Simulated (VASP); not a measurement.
# TaN (I4/mmm) in VASP: further runs, part 2 of 2

VASP 6.6.1. The steps go on from the part before.

### 3 Single point, PBEsol

File INCAR:

```
ALGO = Normal ; EDIFF = 1E-6
ENCUT = 520 ; GGA = PS
ISIF = 2 ; ISMEAR = 0
LASPH = T ; LCHARG = F
LREAL = F ; LWAVE = F
NBANDS = 15 ; NELM = 60
PREC = Accurate ; SIGMA = 0.15
```

File KPOINTS:

```
k-points
0
Gamma
  20 20 20
```

File POSCAR:

```
TaN
1.0
    0.0000000000      2.1438486919      2.2510411265
    2.1438486919      0.0000000000      2.2510411265
    2.1438486919      2.1438486919      0.0000000000
Ta N
1 1
Direct
    0.5000000000      0.5000000000      0.5000000000
    0.0000000000      0.0000000000      0.0000000000
```

Potentials or basis: VASP PAW PBE potentials, release 64 (Ta_pv, N).

On the command line:

```bash
cat potpaw_PBE.64/Ta_pv/POTCAR potpaw_PBE.64/N/POTCAR > POTCAR
mpirun -np 1 vasp_std > vasp.out
```

OUTCAR:

```text
EDIFF = 1E-6
   ENCUT = 520
   GGA = PS
   ISIF = 2
   ISMEAR = 0
   LASPH = T
   LREAL = F
   NELM = 60
   PREC = Accurate

 ion  position               nearest neighbor table
   1  0.500  0.500  0.500-   2 2.14   2 2.14   2 2.14   2 2.14   2 2.25   2 2.25
   2  0.000  0.000  0.000-   1 2.14   1 2.14   1 2.14   1 2.14   1 2.25   1 2.25

  LATTYP: Found a body centered tetragonal cell.
 ALAT       =     3.0318598958
 C/A-ratio  =     1.4849242405

  Lattice vectors:

 A1 = (  -2.1438486919,   0.0000000000,   2.2510411265)
 A2 = (   2.1438486919,   0.0000000000,   2.2510411265)
 A3 = (   0.0000000000,   2.1438486919,  -2.2510411265)

Analysis of symmetry for initial positions (statically):
=====================================================================
 Subroutine PRICEL returns:
 Original cell was already a primitive cell.

 Routine SETGRP: Setting up the symmetry group for a
 body centered tetragonal supercell.

 Subroutine GETGRP returns: Found 16 space group operations
 (whereof 16 operations were pure point group operations)
 out of a pool of 16 trial point group operations.

The static configuration has the point symmetry D_4h.

[... 167 lines left out ...]
 k-point     1 :       0.0000    0.0000    0.0000
  band No.  band energies     occupation
      1     -25.9688      2.00000
      2     -25.9449      2.00000
      3     -25.9449      2.00000
      4      -9.3586      2.00000
      5       5.6662      2.00000
      6       5.8874      2.00000
      7       5.8874      2.00000
      8       7.0796      2.00000
      9       7.7074      2.00000
     10       7.7074      2.00000
     11       9.0239      2.00000
     12      10.0736      0.00015
     13      11.8707      0.00000
     14      19.1015      0.00000
[... 401 lines left out ...]
      2     -26.0899      2.00000
      3     -25.9831      2.00000
      4      -6.7457      2.00000
      5      -0.0039      2.00000
      6       2.1837      2.00000
      7       2.3121      2.00000
      8      10.0482      0.00039
      9      10.4758      0.00000
     10      11.4164      0.00000
     11      13.9263      0.00000
     12      15.9570      0.00000
     13      17.2025      0.00000
     14      21.8212      0.00000
     15      22.2468      0.00000

 [... further k-points ...]
[... 5 lines left out ...]
  --------------------------------------------------------------------------------------
  -------------------------------------------------------------------------------------
  Total        2.1989118      2.1989118     -1.4159306      0.0000000      0.0000000     -0.0000000
  in kB      170.2616013    170.2616013   -109.6354181      0.0000000      0.0000000     -0.0000000
  external PRESSURE =      76.9625948 kB  Pullay stress =       0.0000000 kB

 VOLUME and BASIS-vectors are now :
 -----------------------------------------------------------------------------
  energy-cutoff  :      520.00
  volume of cell :       20.69
      direct lattice vectors                 reciprocal lattice vectors
     0.000000000  2.143848692  2.251041127    -0.233225415  0.233225415  0.222119442
     2.143848692  0.000000000  2.251041127     0.233225415 -0.233225415  0.222119442
     2.143848692  2.143848692  0.000000000     0.233225415  0.233225415 -0.222119442

 POSITION                                       TOTAL-FORCE (eV/Angst)
 -----------------------------------------------------------------------------------
      2.14385      2.14385      2.25104        -0.000000     -0.000000      0.000000
      0.00000      0.00000      0.00000         0.000000      0.000000      0.000000
 -----------------------------------------------------------------------------------
    total drift:                                0.000000     -0.000000     -0.000000

  FREE ENERGIE OF THE ION-ELECTRON SYSTEM (eV)
  ---------------------------------------------------
  free  energy   TOTEN  =       -23.1488007153 eV

  energy  without entropy=      -23.1402874288  energy(sigma->0) =      -23.14454407
```

OSZICAR:

```text
N       E                     dE             d eps       ncg     rms          rms(c)
DAV:   1     0.891194913320E+02    0.89119E+02   -0.87887E+03 19253   0.113E+03
DAV:   2    -0.231696775720E+02   -0.11229E+03   -0.10585E+03 23752   0.305E+02
DAV:   3    -0.259360680415E+02   -0.27664E+01   -0.27465E+01 21239   0.446E+01
DAV:   4    -0.259468275954E+02   -0.10760E-01   -0.10756E-01 25289   0.294E+00
DAV:   5    -0.259468932290E+02   -0.65634E-04   -0.65632E-04 21535   0.205E-01    0.260E+01
DAV:   6    -0.232478996927E+02    0.26990E+01   -0.49219E+00 23858   0.253E+01    0.110E+01
DAV:   7    -0.231867403114E+02    0.61159E-01   -0.51750E-01 23073   0.575E+00    0.742E+00
DAV:   8    -0.231553877481E+02    0.31353E-01   -0.14505E-01 22702   0.308E+00    0.159E+00
DAV:   9    -0.231490042309E+02    0.63835E-02   -0.18854E-02 21246   0.109E+00    0.335E-01
DAV:  10    -0.231488522029E+02    0.15203E-03   -0.12699E-03 23038   0.403E-01    0.578E-02
DAV:  11    -0.231488033033E+02    0.48900E-04   -0.11771E-04 21680   0.125E-01    0.271E-02
DAV:  12    -0.231488010224E+02    0.22810E-05   -0.87665E-06 22625   0.282E-02    0.498E-03
DAV:  13    -0.231488007153E+02    0.30706E-06   -0.87431E-07 12921   0.764E-03
   1 F= -.23148801E+02 E0= -.23144544E+02  d E =-.851329E-02
```

stdout:

```text
POSCAR found type information on POSCAR TaN
 POSCAR found :  2 types and       2 ions
 scaLAPACK will be used
 -----------------------------------------------------------------------------
|                                                                             |
|                                                                             |
|     You enforced a specific xc type in the INCAR file but a different       |
|     I HOPE YOU KNOW WHAT YOU ARE DOING!                                     |
|                                                                             |
 -----------------------------------------------------------------------------

 LDA part: xc-table for (Slater+PW92), standard interpolation
 POSCAR, INCAR and KPOINTS ok, starting setup
 FFT: planning ... GRIDC
 FFT: planning ... GRID_SOFT
 FFT: planning ... GRID
 WAVECAR not read
 entering main loop
```

It took 1.8 min on 1 thread of Intel Xeon 8259CL, shared host; peak memory 0.31 GiB.

What came out:

* Free energy: -23.1488 eV
* Pressure: 7.7 GPa
* Band gap on the k mesh: zero (bands 8 and 9 overlap by 3.97 eV)

Stress tensor (GPa, compression positive):
```
 17.03   0.00   0.00
  0.00  17.03   0.00
  0.00   0.00 -10.96
```

Levels at points of the mesh, in eV from the Fermi level:
| k point | band 5 | band 6 | band 7 | band 8 | band 9 | band 10 | band 11 | band 12 |
| --- | --- | --- | --- | --- | --- | --- | --- | --- |
| (0.00, 0.00, 0.00) | -4.01 | -3.78 | -3.78 | -2.59 | -1.96 | -1.96 | -0.65 | 0.40 |
| (0.50, 0.00, 0.00) | -10.62 | -7.82 | -7.78 | 1.86 | 2.06 | 2.31 | 3.88 | 7.10 |
| (0.50, 0.50, 0.00) | -7.01 | -5.62 | -4.50 | -4.50 | 2.18 | 3.71 | 3.71 | 4.76 |
| (0.50, 0.00, 0.50) | -6.48 | -5.69 | -4.84 | -4.64 | 2.06 | 3.36 | 4.09 | 5.10 |

Caveat: the cell stands under pressure; the PAW data sets were made with another functional, which shifts forces and pressure a little; spin-orbit coupling is left out, which moves the levels of the heavy elements.
